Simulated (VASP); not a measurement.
# TiCd3Pd (P6_3/mmc) in VASP: single point with PBE

Aim: the single point of TiCd3Pd with PBE.

Program: VASP 6.6.1. These are calculated values, not measurements. Logs are shortened: lines on timing, memory, paths and dates and some standing lists are left out, and cuts for length are marked.

## Step 1: The cell of the first run

Symmetry: P6_3/mmc, No. 194, hexagonal system. The conventional cell has a = 7.584 Å, b = 7.584 Å, c = 4.467 Å, α = 90.00°, β = 90.00°, γ = 120.00°. Within 3.0 Å of Ti (site symmetry -3m) lie 2 Ti at 2.23 Å and 6 Cd at 2.87 Å. Within 3.9 Å of Cd (site symmetry mm2) lie 4 Pd at 2.83 to 3.82 Å and 2 Ti at 2.87 Å and 6 Cd at 3.00 to 3.46 Å. Within 3.9 Å of Pd (site symmetry -6m2) lie 12 Cd at 2.83 to 3.82 Å.

## Step 2: Single point, PBE

Input file INCAR:

```
  PREC = Accurate
  ENCUT = 520
  EDIFF = 1E-6
  ISMEAR = 0
  SIGMA = 0.1
  LREAL = False
  LASPH = True
  NELM = 80
  ALGO = Fast
  ISIF = 2
  LWAVE = False
  LCHARG = False
  GGA = PE
  NBANDS = 69
```

Input file KPOINTS:

```
Automatic mesh
0
Gamma
  6 6 8
```

Input file POSCAR:

```
TiCd3Pd
1.0
    7.5840282581      0.0000000000      0.0000000000
   -3.7920141290      6.5679611345      0.0000000000
    0.0000000000      0.0000000000      4.4672120640
Ti Cd Pd
2 6 2
Direct
    0.0000000000      0.0000000000      0.5000000000
    0.0000000000      0.0000000000      0.0000000000
    0.2015744472      0.4031488944      0.2500000000
    0.7984255528      0.2015744472      0.7500000000
    0.7984255528      0.5968511056      0.7500000000
    0.2015744472      0.7984255528      0.2500000000
    0.5968511056      0.7984255528      0.2500000000
    0.4031488944      0.2015744472      0.7500000000
    0.3333333333      0.6666666667      0.7500000000
    0.6666666667      0.3333333333      0.2500000000
```

Potentials or basis: VASP PAW PBE potentials, release 64 (Ti_sv, Cd, Pd).

Command:

```bash
> cat potpaw_PBE.64/Ti_sv/POTCAR potpaw_PBE.64/Cd/POTCAR potpaw_PBE.64/Pd/POTCAR > POTCAR
> mpirun -np 1 vasp_std > vasp.out
```

OUTCAR:

```text
PREC = Accurate
   ENCUT = 520
   EDIFF = 1E-6
   ISMEAR = 0
   LREAL = False
   LASPH = True
   NELM = 80
   ISIF = 2
   GGA = PE

 ion  position               nearest neighbor table
   1  0.000  0.000  0.500-   2 2.23   2 2.23   5 2.87   3 2.87   6 2.87   4 2.87   8 2.87   7 2.87

   2  0.000  0.000  0.000-   1 2.23   1 2.23   5 2.87   3 2.87   6 2.87   4 2.87   8 2.87   7 2.87

   3  0.202  0.403  0.250-   9 2.83   9 2.83   1 2.87   2 2.87   6 3.00   7 3.00   8 3.46   8 3.46
                             4 3.46   4 3.46
   4  0.798  0.202  0.750-  10 2.83  10 2.83   1 2.87   2 2.87   5 3.00   8 3.00   7 3.46   7 3.46
                             3 3.46   3 3.46
   5  0.798  0.597  0.750-  10 2.83  10 2.83   1 2.87   2 2.87   4 3.00   8 3.00   7 3.46   7 3.46
                             6 3.46   6 3.46
   6  0.202  0.798  0.250-   9 2.83   9 2.83   1 2.87   2 2.87   3 3.00   7 3.00   8 3.46   8 3.46
                             5 3.46   5 3.46
   7  0.597  0.798  0.250-   9 2.83   9 2.83   1 2.87   2 2.87   3 3.00   6 3.00   4 3.46   4 3.46
                             5 3.46   5 3.46
   8  0.403  0.202  0.750-  10 2.83  10 2.83   1 2.87   2 2.87   5 3.00   4 3.00   6 3.46   6 3.46
                             3 3.46   3 3.46
   9  0.333  0.667  0.750-   6 2.83   6 2.83   3 2.83   3 2.83   7 2.83   7 2.83
  10  0.667  0.333  0.250-   4 2.83   4 2.83   5 2.83   5 2.83   8 2.83   8 2.83

  LATTYP: Found a hexagonal cell.
 ALAT       =     7.5840282581
 C/A-ratio  =     0.5890289319

  Lattice vectors:

 A1 = (   7.5840282581,   0.0000000000,   0.0000000000)
 A2 = (  -3.7920141290,   6.5679611345,   0.0000000000)
 A3 = (   0.0000000000,   0.0000000000,   4.4672120640)

Analysis of symmetry for initial positions (statically):
=====================================================================
 Subroutine PRICEL returns:
 Original cell was already a primitive cell.

 Routine SETGRP: Setting up the symmetry group for a
 hexagonal supercell.

 Subroutine GETGRP returns: Found 24 space group operations
 (whereof 12 operations were pure point group operations)
 out of a pool of 24 trial point group operations.

The static configuration has the point symmetry D_3d.
 The point group associated with its full space group is D_6h.

Analysis of symmetry for dynamics (positions and initial velocities):
=====================================================================
 Subroutine PRICEL returns:
 Original cell was already a primitive cell.

 Routine SETGRP: Setting up the symmetry group for a
 hexagonal supercell.

 Subroutine GETGRP returns: Found 24 space group operations
 (whereof 12 operations were pure point group operations)
 out of a pool of 24 trial point group operations.

The dynamic configuration has the point symmetry D_3d.
 The point group associated with its full space group is D_6h.

 Subroutine INISYM returns: Found 24 space group operations
 (whereof 12 operations are pure point group operations),
 and found     1 'primitive' translations

----------------------------------------------------------------------------------------

                                     Primitive cell

  volume of cell :     222.5190

  direct lattice vectors                    reciprocal lattice vectors
     7.584028258  0.000000000  0.000000000     0.131856049  0.076127125  0.000000000
    -3.792014129  6.567961134  0.000000000     0.000000000  0.152254251  0.000000000
     0.000000000  0.000000000  4.467212064     0.000000000  0.000000000  0.223853264

  length of vectors
     7.584028258  7.584028258  4.467212064     0.152254251  0.152254251  0.223853264

  position of ions in fractional coordinates (direct lattice)
     0.000000000  0.000000000  0.500000000
     0.000000000  0.000000000  0.000000000
     0.201574447  0.403148894  0.250000000
     0.798425553  0.201574447  0.750000000
     0.798425553  0.596851106  0.750000000
     0.201574447  0.798425553  0.250000000
     0.596851106  0.798425553  0.250000000
     0.403148894  0.201574447  0.750000000
     0.333333333  0.666666667  0.750000000
     0.666666667  0.333333333  0.250000000

  ion indices of the primitive-cell ions
   primitive index   ion index
                 1           1
                 2           2
                 3           3
                 4           4
                 5           5
                 6           6
                 7           7
                 8           8
                 9           9
                10          10

----------------------------------------------------------------------------------------

 KPOINTS: Automatic mesh

Automatic generation of k-mesh.
 Grid dimensions read from file:
 generate k-points for:    6    6    8

 Generating k-lattice:

  Cartesian coordinates                     Fractional coordinates (reciprocal lattice)
     0.021976008  0.012687854  0.000000000     0.166666667  0.000000000  0.000000000
     0.000000000  0.025375708  0.000000000     0.000000000  0.166666667  0.000000000
     0.000000000  0.000000000  0.027981658     0.000000000  0.000000000  0.125000000

  Length of vectors
     0.025375708  0.025375708  0.027981658

  Shift w.r.t. Gamma in fractional coordinates (k-lattice)
     0.000000000  0.000000000  0.000000000

 Subroutine IBZKPT returns following result:
 ===========================================

 Found     35 irreducible k-points:

 Following reciprocal coordinates:
            Coordinates               Weight
  0.000000  0.000000  0.000000      1.000000
  0.166667 -0.000000  0.000000      6.000000
  0.333333  0.000000  0.000000      6.000000
  0.500000  0.000000  0.000000      3.000000
  0.166667  0.166667  0.000000      6.000000
  0.333333  0.166667  0.000000     12.000000
[... 16 lines left out ...]
  0.166667 -0.000000  0.375000     12.000000
  0.333333  0.000000  0.375000     12.000000
 [... further k-points ...]
   k-points           NKPTS =     35   k-points in BZ     NKDIM =     35   number of bands    NBANDS=     69
   number of dos      NEDOS =    301   number of ions     NIONS =     10
   total plane-waves  NPLWV = 112896
   dimension x,y,z NGX =    56 NGY =   56 NGZ =   36
   dimension x,y,z NGXF=   112 NGYF=  112 NGZF=   72
   ions per type =               2   6   2
   NGX,Y,Z   is equivalent  to a cutoff of  12.28, 12.28, 13.40 a.u.
   NGXF,Y,Z  is equivalent  to a cutoff of  24.55, 24.55, 26.79 a.u.
 SYSTEM =  unknown system
   PREC   = accura    normal or accurate (medium, high low for compatibility)
   ISTART =      0    job   : 0-new  1-cont  2-samecut
   ICHARG =      2    charge: 1-file 2-atom 10-const
   ISPIN  =      1    spin polarized calculation?
   LNONCOLLINEAR =      F non collinear calculations
   LSORBIT =      F    spin-orbit coupling
   LASPH  =      T    aspherical Exc in radial PAW
   ENCUT  =  520.0 eV  38.22 Ry    6.18 a.u.  14.10 14.10  8.31*2*pi/ulx,y,z
   NELM   =     80;   NELMIN=  2; NELMDL= -5     # of ELM steps
   EDIFF  = 0.1E-05   stopping-criterion for ELM
   LREAL  =      F    real-space projection
[... 7 lines left out ...]
   TEBEG  =    0.0;   TEEND  =   0.0 temperature during run
   PSTRESS=    0.0 pullay stress
   NELECT =     116.0000    total number of electrons
   NUPDOWN=      -1.0000    fix difference up-down
   EMIN   =  10.00;   EMAX   =-10.00  energy-range for DOS
   EFERMI =   0.00;   METHOD = LEGACY
   ISMEAR =     0;   SIGMA  =   0.10  broadening in eV -4-tet -1-fermi 0-gaus
   EFERMI_NEDOS =   21; number of points for ismear=-14 and -15
   IALGO  =     68    algorithm
   IMIX   =      4    mixing-type and parameters
     AMIX     =   0.40;   BMIX     =  1.00
     AMIX_MAG =   1.60;   BMIX_MAG =  1.00
  volume/ion in A,a.u.               =      22.25       150.16
  Fermi-wavevector in a.u.,A,eV,Ry     =   1.317564  2.489835 23.619381  1.735976
  Thomas-Fermi vector in A             =   2.447596
   LORBIT       =      0    0 simple, 1 ext, 2 COOP (PROOUT), +10 PAW based schemes
   GGA     = PE    functional components
   LHFCALC =     F    Hartree Fock is set to
   AEXX    =    0.0000 exact exchange contribution
   IVDW    =     0    specifies the selected vdW correction
   LEPSILON=     F    determine dielectric tensor
   LRPA    =     F    only Hartree local field effects (RPA)
 non-spin polarized calculation
 RMM-DIIS sequential band-by-band and
 Gauss-broadening in eV      SIGMA  =   0.10
  energy-cutoff  :      520.00
  volume of cell :      222.52
 maximum number of plane-waves:      6036
   NGX = 29   NGY = 29   NGZ = 17

 number of electron     115.9999985 magnetization

 Free energy of the ion-electron system (eV)
  ---------------------------------------------------
  ext. energy  EPLUGINS =         0.00000000
  ---------------------------------------------------
  free energy    TOTEN  =       -28.82616530 eV

  energy without entropy =      -28.79256386  energy(sigma->0) =      -28.80936458

 E-fermi :   3.3892     XC(G=0): -10.5854

 val. band max:        3.3859568753   @ k =   0.3333   0.1667   0.2500
 cond. band min:       3.4000076269   @ k =   0.5000   0.0000   0.0000
 fundamental gap:      0.0140507516
 Fermi energy:         3.3892199562

 k-point     1 :       0.0000    0.0000    0.0000
  band No.  band energies     occupation
      1     -53.2587      2.00000
      2     -52.6525      2.00000
      3     -30.6589      2.00000
      4     -29.5374      2.00000
      5     -29.5374      2.00000
      6     -29.1166      2.00000
[... 61 lines left out ...]
     68       7.9863      0.00000
     69       7.9994      0.00000

 k-point     2 :       0.1667   -0.0000    0.0000
  band No.  band energies     occupation
      1     -53.2586      2.00000
      2     -52.6525      2.00000
      3     -30.6589      2.00000
      4     -29.5374      2.00000
      5     -29.5374      2.00000
      6     -29.1166      2.00000
[... 61 lines left out ...]
     68       7.7990      0.00000
     69       7.9924      0.00000

 k-point     3 :       0.3333    0.0000    0.0000
  band No.  band energies     occupation
      1     -53.2586      2.00000
      2     -52.6525      2.00000
      3     -30.6589      2.00000
      4     -29.5374      2.00000
      5     -29.5374      2.00000
      6     -29.1166      2.00000
[... 1501 lines left out ...]
     68       6.0982      0.00000
     69       6.3530      0.00000

 k-point    24 :       0.3333    0.0000    0.3750
  band No.  band energies     occupation
      1     -53.0799      2.00000
      2     -52.8482      2.00000
      3     -29.8199      2.00000
      4     -29.4107      2.00000
      5     -29.4107      2.00000
      6     -29.2497      2.00000
[... 61 lines left out ...]
     68       6.3830      0.00000
     69       6.7561      0.00000

 [... further k-points ...]
[... 5 lines left out ...]
  --------------------------------------------------------------------------------------
  -------------------------------------------------------------------------------------
  Total        0.3185331      0.3185331      0.7530418      0.0000000      0.0000000      0.0000000
  in kB        2.2934966      2.2934966      5.4220386      0.0000000      0.0000000      0.0000000
  external PRESSURE =       3.3363439 kB  Pullay stress =       0.0000000 kB

 VOLUME and BASIS-vectors are now :
 -----------------------------------------------------------------------------
  energy-cutoff  :      520.00
  volume of cell :      222.52
      direct lattice vectors                 reciprocal lattice vectors
     7.584028258  0.000000000  0.000000000     0.131856049  0.076127125  0.000000000
    -3.792014129  6.567961134  0.000000000     0.000000000  0.152254251  0.000000000
     0.000000000  0.000000000  4.467212064     0.000000000  0.000000000  0.223853264

 POSITION                                       TOTAL-FORCE (eV/Angst)
 -----------------------------------------------------------------------------------
      0.00000      0.00000      2.23361         0.000000      0.000000      0.000000
      0.00000      0.00000      0.00000         0.000000      0.000000      0.000000
      0.00000      2.64787      1.11680        -0.000000     -0.038010     -0.000000
      5.29091      1.32393      3.35041         0.032918     -0.019005     -0.000000
      3.79201      3.92009      3.35041         0.000000      0.038010      0.000000
     -1.49889      5.24403      1.11680        -0.032918      0.019005      0.000000
      1.49889      5.24403      1.11680         0.032918      0.019005     -0.000000
      2.29312      1.32393      3.35041        -0.032918     -0.019005      0.000000
     -0.00000      4.37864      3.35041         0.000000      0.000000     -0.000000
      3.79201      2.18932      1.11680         0.000000      0.000000      0.000000
 -----------------------------------------------------------------------------------
    total drift:                                0.000000     -0.000000      0.000000

  FREE ENERGIE OF THE ION-ELECTRON SYSTEM (eV)
  ---------------------------------------------------
  free  energy   TOTEN  =       -28.8261653040 eV

  energy  without entropy=      -28.7925638584  energy(sigma->0) =      -28.80936458
```

It took 44 min on 1 thread of Intel Xeon 8259CL, shared host; peak memory 0.62 GiB.

What came out:

- Free energy: -28.8262 eV
- Pressure: 0.3 GPa
- Largest force: 0.038 eV/Å
- Band gap on the k mesh: zero (bands 58 and 59 overlap by 0.62 eV)

Forces on the atoms (eV/Å):
```
Ti   0.000  0.000  0.000
Ti   0.000  0.000  0.000
Cd   0.000 -0.038  0.000
Cd   0.033 -0.019  0.000
Cd   0.000  0.038  0.000
Cd  -0.033  0.019  0.000
Cd   0.033  0.019  0.000
Cd  -0.033 -0.019  0.000
Pd   0.000  0.000  0.000
Pd   0.000  0.000  0.000
```

Stress tensor (GPa, compression positive):
```
0.23 0.00 0.00
0.00 0.23 0.00
0.00 0.00 0.54
```
